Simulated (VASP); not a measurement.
# Li2TaO2 (P4/mmm) in VASP: further runs, part 2 of 2

VASP 6.6.1.

**5. Single point, PBE, collinear spin, ferromagnetic start**

The input, INCAR:

```
SYSTEM = Li2TaO2
PREC     = Accurate       ! precision mode
ENCUT    = 520            ! plane-wave cutoff, eV
EDIFF    = 1E-7           ! SCF threshold, eV
ISMEAR   = 0              ! smearing method
SIGMA    = 0.1            ! smearing width, eV
LREAL    = .FALSE.        ! projectors in reciprocal space
LASPH    = .TRUE.         ! aspherical terms in the spheres
NELM     = 150            ! most SCF steps
ALGO     = Normal         ! electronic algorithm
ISIF     = 2              ! what is computed and relaxed
LWAVE    = .FALSE.        ! write WAVECAR
LCHARG   = .FALSE.        ! write CHGCAR
ISPIN    = 2              ! spin polarisation
MAGMOM   = 0 0 1 0 0      ! initial moments
LORBIT   = 11             ! projections on sites
LMAXMIX  = 4              ! l up to which the mixer works
GGA      = PE             ! functional
NBANDS   = 26             ! bands
```

The input, KPOINTS:

```
Automatic mesh
0
G
  6 6 4
  0 0 0
```

The input, POSCAR:

```
Li2TaO2
1.0
    2.9104232619      0.0000000000      0.0000000000
    0.0000000000      2.9104232619      0.0000000000
    0.0000000000      0.0000000000      5.1110179463
Li Ta O
2 1 2
Direct
    0.0000000000      0.5000000000      0.5000000000
    0.5000000000      0.0000000000      0.5000000000
    0.0000000000      0.0000000000      0.0000000000
    0.5000000000      0.5000000000      0.2305511590
    0.5000000000      0.5000000000      0.7694488410
```

The run is started by

```console
> cat potpaw_PBE.64/Li_sv/POTCAR potpaw_PBE.64/Ta_pv/POTCAR potpaw_PBE.64/O/POTCAR > POTCAR
> mpirun -np 1 vasp_std > vasp.out
```

It took 26 s on 1 thread of Intel Xeon 6975P-C (Granite Rapids), shared host; peak memory 0.2 GiB.

Results (log left out):

```yaml
Free_energy: -31.7129 eV
Largest_force: 0.004 eV/Å
Net_moment: 0.00 μB per cell
Valence_electrons_inside_the_program's_atomic_spheres: Li 2.16; Ta 8.73; O 5.00
```

Forces in eV/Å, atoms in the order of the input:
```
Li   0.000  0.000  0.000
Li   0.000  0.000  0.000
Ta   0.000  0.000  0.000
O    0.000  0.000  0.004
O    0.000  0.000 -0.004
```

Levels at points of the mesh, in eV from the Fermi level:
Spin up:
```
           k point  band 11  band 12  band 13  band 14  band 15  band 16  band 17  band 18  band 19  band 20
(0.00, 0.00, 0.00)    -5.90    -5.90    -4.54    -4.46    -1.85     0.37     2.32     3.06     3.06     3.33
(0.50, 0.00, 0.00)    -6.77    -4.96    -4.59    -3.37    -0.12     1.17     1.35     2.21     4.43     5.80
(0.50, 0.50, 0.00)    -7.45    -7.45    -3.94    -3.39     1.74     2.76     2.76     3.92     4.55     6.16
(0.00, 0.00, 0.50)    -5.87    -5.53    -5.53    -4.49    -1.18     0.95     1.34     2.32     2.98     2.98
(0.50, 0.00, 0.50)    -6.59    -6.23    -5.27    -2.67    -0.12     1.05     1.35     1.91     2.48     5.85
(0.50, 0.50, 0.50)    -7.57    -7.57    -6.10    -1.48    -0.79     2.66     2.70     2.70     4.55     7.85
```
Spin down:
```csv
k point,band 13,band 14,band 15,band 16,band 17,band 18
"(0.00, 0.00, 0.00)",-4.54,-4.46,-1.85,0.37,2.32,3.06
"(0.50, 0.00, 0.00)",-4.59,-3.37,-0.12,1.17,1.35,2.21
"(0.50, 0.50, 0.00)",-3.94,-3.39,1.74,2.77,2.77,3.92
"(0.00, 0.00, 0.50)",-5.53,-4.48,-1.18,0.95,1.34,2.32
"(0.50, 0.00, 0.50)",-5.27,-2.67,-0.12,1.05,1.35,1.91
"(0.50, 0.50, 0.50)",-6.10,-1.48,-0.79,2.67,2.70,2.70
```

Caveat: the cutoff is under 1.25 times the usual one of these potentials, so pressure, stress and relaxed cells hold a basis-set (Pulay) error; spin-orbit coupling is left out, which moves the levels of the heavy elements.

**6. Relaxation of cell and atoms, PBE**

This run uses another cell than the first one, of 12.58 Å³/atom, 1.452 times its volume.

The input, INCAR:

```
SYSTEM = Li2TaO2
PREC = Accurate
ENCUT = 600
EDIFF = 1E-6
ISMEAR = 0
SIGMA = 0.1
LREAL = .FALSE.
LASPH = .TRUE.
NELM = 80
ALGO = Normal
ISIF = 3
LWAVE = .FALSE.
LCHARG = .FALSE.
GGA = PE
IBRION = 2
NSW = 90
EDIFFG = -0.04
```

The input, KPOINTS:

```
regular mesh
0
G
  6 6 4
  0 0 0
```

The input, POSCAR:

```
Li2TaO2
1.0
    3.5921862400      0.0000000000      0.0000000000
    0.0000000000      3.5921862400      0.0000000000
    0.0000000000      0.0000000000      4.8726948700
Li Ta O
2 1 2
Direct
    0.0000000000      0.5000000000      0.5000000000
    0.5000000000      0.0000000000      0.5000000000
    0.0000000000      0.0000000000      0.0000000000
    0.5000000000      0.5000000000      0.2399999900
    0.5000000000      0.5000000000      0.7600000100
```

Potentials or basis: VASP PAW PBE potentials, release 64 (Li_sv, Ta_pv, O).

The run is started by

```console
> cat potpaw_PBE.64/Li_sv/POTCAR potpaw_PBE.64/Ta_pv/POTCAR potpaw_PBE.64/O/POTCAR > POTCAR
> mpirun -np 1 vasp_std > vasp.out
```

OUTCAR:

```text
SYSTEM = Li2TaO2
   PREC = Accurate
   ENCUT = 600
   EDIFF = 1E-6
   ISMEAR = 0
   LREAL = .FALSE.
   LASPH = .TRUE.
   NELM = 80
   ISIF = 3
   GGA = PE
   IBRION = 2
   NSW = 90
   EDIFFG = -0.04

 ion  position               nearest neighbor table
   1  0.000  0.500  0.500-   4 2.20   5 2.20   4 2.20   5 2.20   2 2.54   2 2.54   2 2.54   2 2.54
                             3 3.03   3 3.03   3 3.03   3 3.03
   2  0.500  0.000  0.500-   4 2.20   5 2.20   4 2.20   5 2.20   1 2.54   1 2.54   1 2.54   1 2.54
                             3 3.03   3 3.03   3 3.03   3 3.03
   3  0.000  0.000  0.000-   1 3.03   2 3.03   1 3.03   2 3.03   1 3.03   1 3.03   2 3.03   2 3.03

   4  0.500  0.500  0.240-   1 2.20   2 2.20   2 2.20   1 2.20
   5  0.500  0.500  0.760-   1 2.20   2 2.20   2 2.20   1 2.20

  LATTYP: Found a simple tetragonal cell.
 ALAT       =     3.5921862400
 C/A-ratio  =     1.3564705570

[... 469 lines left out ...]
  energy without entropy =      -31.74699269  energy(sigma->0) =      -31.75305813

 E-fermi :   8.0166     XC(G=0): -12.0097

 val. band max:        7.9722416093   @ k =   0.3333   0.1667   0.0000
 cond. band min:       8.0610628760   @ k =   0.3333   0.0000   0.2500
 fundamental gap:      0.0888212667
 Fermi energy:         8.0165807232

 k-point     1 :       0.0000    0.0000    0.0000
  band No.  band energies     occupation
      1     -39.6384      2.00000
      2     -39.0915      2.00000
      3     -28.4144      2.00000
      4     -28.2170      2.00000
      5     -28.2169      2.00000
      6     -13.9450      2.00000
[... 481 lines left out ...]
      5     -28.1471      2.00000
      6     -12.8496      2.00000
[... 10 lines left out ...]
     17       9.3828      0.00000
     18       9.9146      0.00000

 [... further k-points ...]

------------------------ aborting loop because EDIFF is reached ----------------------------------------

  FORCE on cell =-STRESS in cart. coord.  units (eV):
  Direction    XX          YY          ZZ          XY          YZ          ZX
  --------------------------------------------------------------------------------------
  -------------------------------------------------------------------------------------
  Total       -0.0990726     -0.0990726      0.1267294      0.0000000      0.0000000      0.0000000
  in kB       -3.6606059     -3.6606059      4.6824898      0.0000000      0.0000000      0.0000000
  external PRESSURE =      -0.8795740 kB  Pullay stress =       0.0000000 kB
[... 20 lines left out ...]
  FREE ENERGIE OF THE ION-ELECTRON SYSTEM (eV)
  ---------------------------------------------------
  free  energy   TOTEN  =       -31.7591235621 eV

  energy  without entropy=      -31.7469926888  energy(sigma->0) =      -31.75305813

 reached required accuracy - stopping structural energy minimisation
```

Wall time 99 s (1 thread of Intel Xeon 6975P-C (Granite Rapids), shared host); peak memory 0.22 GiB.

Results:

| Quantity | Value |
| --- | --- |
| Free energy | -31.7591 eV |
| Relaxed volume | 8.67 Å³/atom |
| Relaxed cell | a = 2.915 Å, b = 2.915 Å, c = 5.103 Å, α = 90.00°, β = 90.00°, γ = 90.00° |
| Space group after relaxing (to 0.05 Å) | P4/mmm (No. 123) |
| Energy gained by relaxing | 842.1 meV/atom |
| Ionic steps | 8 |
| Pressure after relaxing | -0.1 GPa |
| Largest force after relaxing | 0.016 eV/Å |

Forces on the atoms (eV/Å):
```
Li   0.000  0.000  0.000
Li   0.000  0.000  0.000
Ta   0.000  0.000  0.000
O    0.000  0.000  0.016
O    0.000  0.000 -0.016
```

Stress tensor (GPa, compression positive):
```
-0.37  0.00  0.00
 0.00 -0.37  0.00
 0.00  0.00  0.47
```

The path:
| step | energy change (eV) | largest force (eV/Å) | pressure (GPa) | volume (Å³) |
| --- | --- | --- | --- | --- |
| 1 | 0.0000 | 0.2618 | -22.04 | 62.88 |
| 2 | -3.8620 | 1.1665 | -13.28 | 47.68 |
| 3 | -4.0918 | 1.2736 | -6.34 | 44.86 |
| 4 | -4.1057 | 1.2804 | -3.52 | 44.01 |
| 5 | -4.1035 | 1.2793 | -4.75 | 44.37 |
| 6 | -4.1996 | 0.0981 | 3.81 | 42.42 |
| 7 | -4.2047 | 0.1912 | 2.04 | 42.75 |
| 8 | -4.2104 | 0.0159 | -0.09 | 43.36 |

Final structure:
```xyz
5
Lattice="2.9151 0.0000 0.0000 0.0000 2.9151 0.0000 0.0000 0.0000 5.1028" Properties=species:S:1:pos:R:3 pbc="T T T"
Li    2.9151    1.4575    2.5514
Li    1.4575    0.0000    2.5514
Ta    2.9151    0.0000    5.1028
O     1.4575    1.4575    1.1767
O     1.4575    1.4575    3.9261
```

Caveat: the cutoff is under 1.25 times the usual one of these potentials, so pressure, stress and relaxed cells hold a basis-set (Pulay) error; the volume moved by over 15 % at a fixed basis, so the end points are rough; spin-orbit coupling is left out, which moves the levels of the heavy elements; an odd number of electrons without spin polarisation forces a metal; a magnetic or distorted state may lie lower.

**7. Summary**

| task | spin | cell | k mesh | cutoff (eV) | gap on the mesh (eV) | largest force (eV/Å) |
| --- | --- | --- | --- | --- | --- | --- |
| single point | off | a = 2.910, b = 2.910, c = 5.111 Å, 5 atoms | 6 × 6 × 4 | 520 | none | - |
| single point | off | a = 3.592, b = 3.592, c = 4.873 Å, 5 atoms | 6 × 6 × 4 | 520 | none | 0.26 |
| single point | off | a = 2.910, b = 2.910, c = 5.105 Å, 5 atoms | 12 × 12 × 8 | 520 | none | 0.02 |
| single point | collinear, ferromagnetic start | a = 2.910, b = 2.910, c = 5.111 Å, 5 atoms | 6 × 6 × 4 | 520 | none | - |
| relaxation of cell and atoms | off | relaxed from a = 3.592, b = 3.592, c = 4.873 Å, 5 atoms | 6 × 6 × 4 | 600 | none | 0.02 |

Alike in all rows: level PBE; potentials or basis VASP PAW PBE potentials, release 64 (Li_sv, Ta_pv, O); smearing gaussian 0.1 eV.

Caveats: the cutoff is under 1.25 times the usual one of these potentials, so pressure, stress and relaxed cells hold a basis-set (Pulay) error; spin-orbit coupling is left out, which moves the levels of the heavy elements; an odd number of electrons without spin polarisation forces a metal (some runs); a magnetic or distorted state may lie lower (some runs); the volume moved by over 15 % at a fixed basis, so the end points are rough (some runs).

Total energies depend on the potentials used, so only differences within one code and one set of settings carry meaning.
